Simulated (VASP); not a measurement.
A run of VASP 6.6.1:

Contents of INCAR:

```
SYSTEM = Al3BAs4
PREC = Accurate
ENCUT = 500
EDIFF = 1E-6
ISMEAR = 0
SIGMA = 0.1
LREAL = .False.
LASPH = .True.
NELM = 120
ALGO = Normal
ISIF = 2
LWAVE = .False.
LCHARG = .False.
GGA = PE
NBANDS = 26
GGA_COMPAT = .False.
```

The input KPOINTS:

```
Automatic mesh
0
Gamma
  4 4 2
  0 0 0
```

Contents of POSCAR:

```
Al3BAs4
1.0
    3.7575467500      0.0000000000      0.0000000000
    0.0000000000      3.7575467500      0.0000000000
    0.0000000000      0.0000000000     10.6279471400
Al B As
3 1 4
Direct
    0.0000000000      0.0000000000      0.7500000000
    0.5000000000      0.5000000000      0.0000000000
    0.0000000000      0.0000000000      0.2500000000
    0.5000000000      0.5000000000      0.5000000000
    0.5000000000      0.0000000000      0.8750000000
    0.0000000000      0.5000000000      0.1250000000
    0.5000000000      0.0000000000      0.3750000000
    0.0000000000      0.5000000000      0.6250000000
```

Potentials or basis: VASP PAW PBE potentials, release 64 (Al, B, As).

Command:

```bash
$ cat potpaw_PBE.64/Al/POTCAR potpaw_PBE.64/B/POTCAR potpaw_PBE.64/As/POTCAR > POTCAR
$ mpirun -np 1 vasp_std > vasp.out
```

Hardware: 1 thread of AMD EPYC 7R13, on a shared host.

**Question.** How long does it take, and how much memory?

**Answer.** Wall time 53 s on 1 thread of AMD EPYC 7R13, with other jobs on the host, peak memory 0.21 GiB. Counts: scf iterations 14, k points 12.
